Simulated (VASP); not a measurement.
# Al27Au in VASP: notebook

Runs on Al27Au. Level: LDA. Tasks: single point.

Program: VASP 6.6.1. These are calculated values, not measurements. Logs are shortened: lines on timing, memory, paths and dates and some standing lists are left out, and cuts for length are marked.

### 1 The cell of the first run

The cell holds a slab with vacuum, 28 atoms: a = 8.591 Å, b = 8.591 Å, c = 17.677 Å, α = 90.00°, β = 90.00°, γ = 60.00°.

### 2 Single point, LDA

INCAR reads:

```
  ALGO = Normal
  EDIFF = 1E-6
  ENCUT = 520
  ISIF = 2
  ISMEAR = -1
  LASPH = True
  LCHARG = True
  LELF = True
  LREAL = Auto
  LVHAR = True
  LWAVE = False
  NBANDS = 66
  NELM = 80
  PREC = Accurate
  SIGMA = 0.05
```

KPOINTS reads:

```
k-points
0
Gamma
  4 4 1
```

POSCAR reads:

```
Al27Au
1.0
    8.5913471416     -0.0000002887      0.0000000000
    4.2956738208      7.4403247330      0.0000000000
    0.0000000000      0.0000000000     17.6765370000
Al Au
27 1
Direct
    0.1111111061      0.1111111078      0.0565721700
    0.4444444444      0.1111111111      0.0565721700
    0.7777777861      0.1111111078      0.0565721700
    0.1111111061      0.4444444528      0.0565721700
    0.4444444411      0.4444444528      0.0565721700
    0.7777777778      0.4444444444      0.0565721700
    0.1111111111      0.7777777778      0.0565721700
    0.4444444411      0.7777777728      0.0565721700
    0.7777777861      0.7777777728      0.0565721700
   -0.1110707749      0.2221415498      0.1837367825
    0.2233167512      0.2216749578      0.1881670691
    0.5550082911      0.2216749578      0.1881670691
   -0.1110707749      0.5555958918      0.1837367825
    0.2215906259      0.5568187481      0.1825696451
    0.5554748831      0.5555958918      0.1837367825
   -0.1098479186      0.8882572926      0.1825696451
    0.2215906259      0.8882572926      0.1825696451
    0.5550082911      0.8899834178      0.1881670691
   -0.0010807709      0.0021615418      0.3108871703
    0.3200222022     -0.0133111312      0.3143866680
    0.6932889290     -0.0133111312      0.3143866680
   -0.0009416859      0.3338041763      0.3125810129
    0.3200222022      0.3599555957      0.3143866680
    0.6671375096      0.3338041763      0.3125810129
   -0.0010807709      0.6655858958      0.3108871703
    0.3354948752      0.6655858958      0.3108871703
    0.6671375096      0.6657249807      0.3125810129
    0.4444444444      1.1111111111      0.4054861475
```

Potentials or basis: VASP PAW LDA potentials, release 64 (Al, Au).

Command:

```
cat potpaw_LDA.64/Al/POTCAR potpaw_LDA.64/Au/POTCAR > POTCAR
mpirun -np 1 vasp_std > vasp.out
```

OUTCAR:

```text
EDIFF = 1E-6
   ENCUT = 520
   ISIF = 2
   ISMEAR = -1
   LASPH = True
   LREAL = Auto
   NELM = 80
   PREC = Accurate

 ion  position               nearest neighbor table
   1  0.111  0.111  0.057-  17 2.78  10 2.79  11 2.86   3 2.86   7 2.86   6 2.86   8 2.86   2 2.86
                             4 2.86
   2  0.444  0.111  0.057-  11 2.85  18 2.85  12 2.85   8 2.86   1 2.86   4 2.86   9 2.86   5 2.86
                             3 2.86
   3  0.778  0.111  0.057-  16 2.78  10 2.79  12 2.86   1 2.86   7 2.86   6 2.86   9 2.86   2 2.86
                             5 2.86
   4  0.111  0.444  0.057-  14 2.78  13 2.79  11 2.86   9 2.86   7 2.86   6 2.86   5 2.86   2 2.86
                             1 2.86
   5  0.444  0.444  0.057-  14 2.78  15 2.79  12 2.86   8 2.86   7 2.86   6 2.86   4 2.86   2 2.86
                             3 2.86
   6  0.778  0.444  0.057-  10 2.79  13 2.79  15 2.79   3 2.86   1 2.86   5 2.86   4 2.86   9 2.86
                             8 2.86
   7  0.111  0.778  0.057-  17 2.77  14 2.77  16 2.77   4 2.86   1 2.86   9 2.86   8 2.86   5 2.86
                             3 2.86
   8  0.444  0.778  0.057-  17 2.78  15 2.79  18 2.86   5 2.86   7 2.86   6 2.86   1 2.86   2 2.86
                             9 2.86
   9  0.778  0.778  0.057-  16 2.78  13 2.79  18 2.86   4 2.86   7 2.86   6 2.86   3 2.86   2 2.86
[... 22 lines left out ...]
                            21 3.21  23 3.21
  21  0.693  0.987  0.314-  28 2.45  25 2.70  19 2.70  16 2.75  18 2.84  12 2.84  27 2.88  24 2.88
                            20 3.21  23 3.21
  22  0.999  0.334  0.313-  11 2.76  10 2.81  13 2.81  19 2.85  25 2.85  27 2.85  24 2.85  23 2.88
                            20 2.88
  23  0.320  0.360  0.314-  28 2.45  26 2.70  25 2.70  14 2.75  11 2.84  12 2.84  24 2.88  22 2.88
                            21 3.21  20 3.21
  24  0.667  0.334  0.313-  12 2.76  15 2.81  10 2.81  26 2.85  19 2.85  27 2.85  22 2.85  23 2.88
                            21 2.88
  25  0.999  0.666  0.311-  21 2.70  23 2.70  13 2.78  16 2.81  14 2.81  22 2.85  27 2.85  19 2.89
                            26 2.89
  26  0.335  0.666  0.311-  20 2.70  23 2.70  15 2.78  17 2.81  14 2.81  27 2.85  24 2.85  19 2.89
                            25 2.89
  27  0.667  0.666  0.313-  18 2.76  15 2.81  13 2.81  26 2.85  25 2.85  24 2.85  22 2.85  20 2.88
                            21 2.88
  28  0.444  0.111  0.405-  20 2.45  23 2.45  21 2.45

  LATTYP: Found a hexagonal cell.
 ALAT       =     8.5913471416
 C/A-ratio  =     2.0574814064

  Lattice vectors:

 A1 = (  -4.2956738208,  -7.4403247330,   0.0000000000)
 A2 = (   8.5913471416,  -0.0000002887,   0.0000000000)
 A3 = (   0.0000000000,   0.0000000000,  17.6765370000)

Analysis of symmetry for initial positions (statically):
=====================================================================
 Subroutine PRICEL returns:
 Original cell was already a primitive cell.

 Routine SETGRP: Setting up the symmetry group for a
 hexagonal supercell.

 Subroutine GETGRP returns: Found  6 space group operations
 (whereof  2 operations were pure point group operations)
 out of a pool of 24 trial point group operations.

The static configuration has the point symmetry C_1h.
 The point group associated with its full space group is C_3v.

Analysis of symmetry for dynamics (positions and initial velocities):
=====================================================================
 Subroutine PRICEL returns:
 Original cell was already a primitive cell.

 Routine SETGRP: Setting up the symmetry group for a
 hexagonal supercell.

 Subroutine GETGRP returns: Found  6 space group operations
 (whereof  2 operations were pure point group operations)
 out of a pool of 24 trial point group operations.

The dynamic configuration has the point symmetry C_1h.
 The point group associated with its full space group is C_3v.

 Subroutine INISYM returns: Found  6 space group operations
 (whereof  2 operations are pure point group operations),
 and found     1 'primitive' translations

----------------------------------------------------------------------------------------

                                     Primitive cell

  volume of cell :    1129.9269

  direct lattice vectors                    reciprocal lattice vectors
     8.591347142 -0.000000289  0.000000000     0.116396179 -0.067201371  0.000000000
     4.295673821  7.440324733  0.000000000     0.000000005  0.134402733  0.000000000
[... 65 lines left out ...]

----------------------------------------------------------------------------------------

 KPOINTS: k-points

Automatic generation of k-mesh.
 Grid dimensions read from file:
 generate k-points for:    4    4    1

 Generating k-lattice:

  Cartesian coordinates                     Fractional coordinates (reciprocal lattice)
     0.029099045 -0.016800343  0.000000000     0.250000000  0.000000000  0.000000000
     0.000000001  0.033600683  0.000000000    -0.000000000  0.250000000  0.000000000
     0.000000000  0.000000000  0.056572167     0.000000000  0.000000000  1.000000000

  Length of vectors
     0.033600683  0.033600683  0.056572167

  Shift w.r.t. Gamma in fractional coordinates (k-lattice)
     0.000000000  0.000000000  0.000000000

 Subroutine IBZKPT returns following result:
 ===========================================

 Found      4 irreducible k-points:

 Following reciprocal coordinates:
            Coordinates               Weight
  0.000000  0.000000  0.000000      1.000000
  0.250000 -0.000000  0.000000      6.000000
  0.500000 -0.000000  0.000000      3.000000
  0.500000  0.250000  0.000000      6.000000
   k-points           NKPTS =      4   k-points in BZ     NKDIM =      4   number of bands    NBANDS=     66
   number of dos      NEDOS =    301   number of ions     NIONS =     28
   total plane-waves  NPLWV = 573440
   dimension x,y,z NGX =    64 NGY =   64 NGZ =  140
   dimension x,y,z NGXF=   128 NGYF=  128 NGZF=  280
   ions per type =              27   1
   NGX,Y,Z   is equivalent  to a cutoff of  12.38, 12.38, 13.17 a.u.
   NGXF,Y,Z  is equivalent  to a cutoff of  24.77, 24.77, 26.33 a.u.
 SYSTEM =  unknown system
   PREC   = accura    normal or accurate (medium, high low for compatibility)
   ISTART =      0    job   : 0-new  1-cont  2-samecut
   ICHARG =      2    charge: 1-file 2-atom 10-const
   ISPIN  =      1    spin polarized calculation?
   LNONCOLLINEAR =      F non collinear calculations
   LSORBIT =      F    spin-orbit coupling
   LASPH  =      T    aspherical Exc in radial PAW
   ENCUT  =  520.0 eV  38.22 Ry    6.18 a.u.  15.97 15.97 32.87*2*pi/ulx,y,z
   NELM   =     80;   NELMIN=  2; NELMDL= -5     # of ELM steps
   EDIFF  = 0.1E-05   stopping-criterion for ELM
   LREAL  =      T    real-space projection
   EDIFFG = 0.1E-04   stopping-criterion for IOM
   NSW    =      0    number of steps for IOM
   IBRION =     -1    ionic relax: 0-MD 1-quasi-New 2-CG
   NFREE  =      0    steps in history (QN), initial steepest desc. (CG)
   ISIF   =      2    stress and relaxation
   ISYM   =      2    0-nonsym 1-usesym 2-fastsym
   POTIM  = 0.5000    time-step for ionic-motion
   TEBEG  =    0.0;   TEEND  =   0.0 temperature during run
   PSTRESS=    0.0 pullay stress
   NELECT =      92.0000    total number of electrons
   NUPDOWN=      -1.0000    fix difference up-down
   EMIN   =  10.00;   EMAX   =-10.00  energy-range for DOS
   EFERMI =   0.00;   METHOD = LEGACY
   ISMEAR =    -1;   SIGMA  =   0.05  broadening in eV -4-tet -1-fermi 0-gaus
   EFERMI_NEDOS =   21; number of points for ismear=-14 and -15
   IALGO  =     38    algorithm
   IMIX   =      4    mixing-type and parameters
     AMIX     =   0.40;   BMIX     =  1.00
     AMIX_MAG =   1.60;   BMIX_MAG =  1.00
  volume/ion in A,a.u.               =      40.35       272.33
  Fermi-wavevector in a.u.,A,eV,Ry     =   0.709557  1.340868  6.850142  0.503471
  Thomas-Fermi vector in A             =   1.796170
   LORBIT       =      0    0 simple, 1 ext, 2 COOP (PROOUT), +10 PAW based schemes
   GGA     = CA    functional components
   LHFCALC =     F    Hartree Fock is set to
   AEXX    =    0.0000 exact exchange contribution
   IVDW    =     0    specifies the selected vdW correction
   LEPSILON=     F    determine dielectric tensor
   LRPA    =     F    only Hartree local field effects (RPA)
 non-spin polarized calculation
  energy-cutoff  :      520.00
  volume of cell :     1129.93
 maximum number of plane-waves:     30426
 NGX is ok and might be reduce to    64
   NGX = 31   NGY = 31   NGZ = 65

 number of electron      91.9999997 magnetization

 Free energy of the ion-electron system (eV)
  ---------------------------------------------------
  ext. energy  EPLUGINS =         0.00000000
  ---------------------------------------------------
  free energy    TOTEN  =      -109.73651931 eV

  energy without entropy =     -109.64661472  energy(sigma->0) =     -109.69156701

 E-fermi :   0.8007     XC(G=0):  -5.2900

 val. band max:        0.7971795749   @ k =   0.5000   0.2500   0.0000
 cond. band min:       0.8626910325   @ k =   0.2500  -0.0000   0.0000
 fundamental gap:      0.0655114576
 Fermi energy:         0.8007208329

 k-point     1 :       0.0000    0.0000    0.0000
  band No.  band energies     occupation
      1      -9.8602      2.00000
      2      -8.1707      2.00000
      3      -7.2937      2.00000
      4      -7.2937      2.00000
      5      -7.2521      2.00000
      6      -7.2025      2.00000
[... 233 lines left out ...]
     57       2.3595      0.00000
     58       2.4984      0.00000
 [bands above 58 left out]

------------------------ aborting loop because EDIFF is reached ----------------------------------------

  FORCE on cell =-STRESS in cart. coord.  units (eV):
  Direction    XX          YY          ZZ          XY          YZ          ZX
  --------------------------------------------------------------------------------------
  -------------------------------------------------------------------------------------
  Total      -12.1496544    -12.1496544      0.2126333      0.0000000      0.0000000      0.0000000
  in kB      -17.2275752    -17.2275752      0.3015030      0.0000000      0.0000000      0.0000000
  external PRESSURE =     -11.3845492 kB  Pullay stress =       0.0000000 kB

 VOLUME and BASIS-vectors are now :
 -----------------------------------------------------------------------------
  energy-cutoff  :      520.00
  volume of cell :     1129.93
      direct lattice vectors                 reciprocal lattice vectors
     8.591347142 -0.000000289  0.000000000     0.116396179 -0.067201371  0.000000000
     4.295673821  7.440324733  0.000000000     0.000000005  0.134402733  0.000000000
     0.000000000  0.000000000 17.676537000     0.000000000  0.000000000  0.056572167

 POSITION                                       TOTAL-FORCE (eV/Angst)
 -----------------------------------------------------------------------------------
      1.43189      0.82670      1.00000         0.042211      0.005859      0.005193
      4.29567      0.82670      1.00000        -0.000000      0.000000      0.107971
      7.15946      0.82670      1.00000        -0.042211      0.005859      0.005193
      2.86378      3.30681      1.00000         0.016032     -0.039486      0.005193
      5.72756      3.30681      1.00000        -0.016032     -0.039486      0.005193
      8.59135      3.30681      1.00000        -0.000000      0.000000     -0.107001
[... 20 lines left out ...]
      8.59135      4.95321      5.52535        -0.000000     -0.001822      0.003872
      4.29567      0.82670      7.16759        -0.000000      0.000000      0.035244
 -----------------------------------------------------------------------------------
    total drift:                                0.000000      0.000106      0.000414

  FREE ENERGIE OF THE ION-ELECTRON SYSTEM (eV)
  ---------------------------------------------------
  free  energy   TOTEN  =      -109.7365193116 eV

  energy  without entropy=     -109.6466147157  energy(sigma->0) =     -109.69156701
```

It took 14 min on 1 thread of Intel Xeon Platinum 8259CL at 2.50GHz (Skylake/Cascade Lake), shared host; peak memory 0.79 GiB.

Results:

| Item | Value |
| --- | --- |
| Free energy | -109.7365 eV |
| Largest force | 0.108 eV/Å |
| Band gap on the k mesh | zero (bands 46 and 47 overlap by 0.43 eV) |

Forces on the atoms (eV/Å):
```
Al   0.042  0.006  0.005
Al   0.000  0.000  0.108
Al  -0.042  0.006  0.005
Al   0.016 -0.039  0.005
Al  -0.016 -0.039  0.005
Al   0.000  0.000 -0.107
Al   0.000  0.000 -0.074
Al   0.026  0.034  0.005
Al  -0.026  0.034  0.005
Al   0.000 -0.002  0.001
Al  -0.001  0.001  0.001
Al   0.001  0.001  0.001
Al   0.001  0.001  0.001
Al   0.000  0.006  0.000
Al  -0.001  0.001  0.001
Al   0.005 -0.003  0.000
Al  -0.005 -0.003  0.000
Al   0.000 -0.001  0.001
Al   0.000 -0.006  0.003
Al  -0.008 -0.005 -0.006
Al   0.008 -0.005 -0.006
Al  -0.002  0.001  0.004
Al   0.000  0.009 -0.006
Al   0.002  0.001  0.004
Al   0.006  0.003  0.003
Al  -0.006  0.003  0.003
Al   0.000 -0.002  0.004
Au   0.000  0.000  0.035
```

Caveat: spin-orbit coupling is left out, which moves the levels of the heavy elements.

### 3 Single point, LDA

INCAR reads:

```
PREC     = Accurate       # precision mode
ENCUT    = 520            # plane-wave cutoff, eV
EDIFF    = 1E-7           # SCF threshold, eV
ISMEAR   = -1             # smearing method
SIGMA    = 0.05           # smearing width, eV
LREAL    = Auto         
LASPH    = T              # aspherical terms in the spheres
NELM     = 80             # most SCF steps
ALGO     = Normal         # electronic algorithm
ISIF     = 2              # what is computed and relaxed
LWAVE    = F              # write WAVECAR
LCHARG   = T              # write CHGCAR
LELF     = T              # ELF
LVHAR    = T            
NBANDS   = 66             # bands
```

KPOINTS reads:

```
Automatic mesh
0
Gamma
  4 4 1
```

POSCAR reads:

```
Al27Au
1.0
    8.5913470000      0.0000000000      0.0000000000
    4.2956740000      7.4403250000      0.0000000000
    0.0000000000      0.0000000000     17.6765370000
Al Au
27 1
Direct
    0.1111110703      0.1111111410      0.0565721668
    0.4444444812      0.1111111410      0.0565721668
    0.7777778430      0.1111110066      0.0565721668
    0.1111110539      0.4444444295      0.0565721668
    0.4444444648      0.4444444295      0.0565721668
    0.7777777594      0.4444444295      0.0565721668
    0.1111111539      0.7777777180      0.0565721668
    0.4444444484      0.7777777180      0.0565721668
    0.7777778594      0.7777777180      0.0565721668
   -0.1110707659      0.2221415059      0.1837367806
    0.2233167269      0.2216749940      0.1881670601
    0.5550082533      0.2216749940      0.1881670601
   -0.1110708047      0.5555958913      0.1837367806
    0.2215906821      0.5568186874      0.1825696402
    0.5554748487      0.5555958913      0.1837367806
   -0.1098479425      0.8882573006      0.1825696402
    0.2215906549      0.8882573006      0.1825696402
    0.5550082980      0.8899833005      0.1881670601
   -0.0010807997      0.0021615991      0.3108871947
    0.3200222501     -0.0133111121      0.3143866924
    0.6932889800     -0.0133111121      0.3143866924
   -0.0009417148      0.3338041013      0.3125810220
    0.3200222809      0.3599555127      0.3143866924
    0.6671375747      0.3338041013      0.3125810220
   -0.0010807162      0.6655858447      0.3108871947
    0.3354949104      0.6655858447      0.3108871947
    0.6671374855      0.6657249515      0.3125810220
    0.4444444320      1.1111110066      0.4054861538
```

Potentials or basis: VASP PAW LDA potentials, release 64 (Al, Au).

Command:

```
cat potpaw_LDA.64/Al/POTCAR potpaw_LDA.64/Au/POTCAR > POTCAR
mpirun -np 1 vasp_std > vasp.out
```

It took 12 min on 1 thread of Intel Xeon Platinum 8259CL at 2.50GHz (Skylake/Cascade Lake), shared host; peak memory 0.8 GiB.

The run converged. Its results:

```yaml
Free_energy: -109.7365 eV
Largest_force: 0.108 eV/Å
Band_gap_on_the_k_mesh: zero (bands 46 and 47 overlap by 0.43 eV)
```

Forces on the atoms (eV/Å):
```
Al   0.042  0.006  0.005
Al   0.000  0.000  0.108
Al  -0.042  0.006  0.005
Al   0.016 -0.039  0.005
Al  -0.016 -0.039  0.005
Al   0.000  0.000 -0.107
Al   0.000  0.000 -0.074
Al   0.026  0.034  0.005
Al  -0.026  0.034  0.005
Al   0.000 -0.002  0.001
Al  -0.001  0.001  0.001
Al   0.001  0.001  0.001
Al   0.001  0.001  0.001
Al   0.000  0.006  0.000
Al  -0.001  0.001  0.001
Al   0.005 -0.003  0.000
Al  -0.005 -0.003  0.000
Al   0.000 -0.001  0.001
Al   0.000 -0.006  0.003
Al  -0.008 -0.005 -0.006
Al   0.008 -0.005 -0.006
Al  -0.002  0.001  0.004
Al   0.000  0.009 -0.006
Al   0.002  0.001  0.004
Al   0.006  0.003  0.003
Al  -0.006  0.003  0.003
Al   0.000 -0.002  0.004
Au   0.000  0.000  0.035
```

Levels at points of the mesh, in eV from the Fermi level:
| k point | band 42 | band 43 | band 44 | band 45 | band 46 | band 47 | band 48 | band 49 | band 50 | band 51 |
| --- | --- | --- | --- | --- | --- | --- | --- | --- | --- | --- |
| (0.00, 0.00, 0.00) | -0.74 | -0.67 | -0.61 | -0.61 | -0.29 | -0.29 | -0.26 | -0.16 | -0.16 | -0.12 |
| (0.50, 0.00, 0.00) | -0.55 | -0.53 | -0.43 | -0.39 | -0.35 | -0.16 | 0.33 | 0.97 | 1.03 | 1.09 |

Caveat: spin-orbit coupling is left out, which moves the levels of the heavy elements.

(Part 1 of 2 ends here.)
